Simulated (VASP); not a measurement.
Runs of VASP 6.6.1 on SiC2. The structure is that of space group P6/mmm (No. 191), or close to it. The cells are those of the table. 

```tsv
task	spin	cell	k mesh	cutoff (eV)	gap on the mesh (eV)	pressure (GPa)
relaxation of cell and atoms	off	relaxed from a = 2.474, b = 2.474, c = 8.454 Å, angles 90.0, 90.0, 120.0°, 3 atoms	24 × 24 × 6	600	none	0.0
relaxation of cell and atoms	off	relaxed from a = 2.471, b = 2.471, c = 9.021 Å, angles 90.0, 90.0, 120.0°, 3 atoms	24 × 24 × 6	600	none	0.0
single point	off	a = 2.471, b = 2.471, c = 9.021 Å, angles 90.0, 90.0, 120.0°, 3 atoms	24 × 24 × 6	520	none	(a)
single point	collinear, ferromagnetic start	a = 2.474, b = 2.474, c = 8.454 Å, angles 90.0, 90.0, 120.0°, 3 atoms	6 × 6 × 2	520	-	0.2
```

Alike in all rows: level PBE; potentials or basis VASP PAW PBE potentials, release 64 (Si, C); smearing gaussian 0.1 eV.

Estimate the missing entries.

(a) 0.1.

Caveats: some runs use coarse meshes; the relaxation stopped at its first step, so nothing moved (some runs).

A gap of «none» marks levels without a gap at the run's occupations.
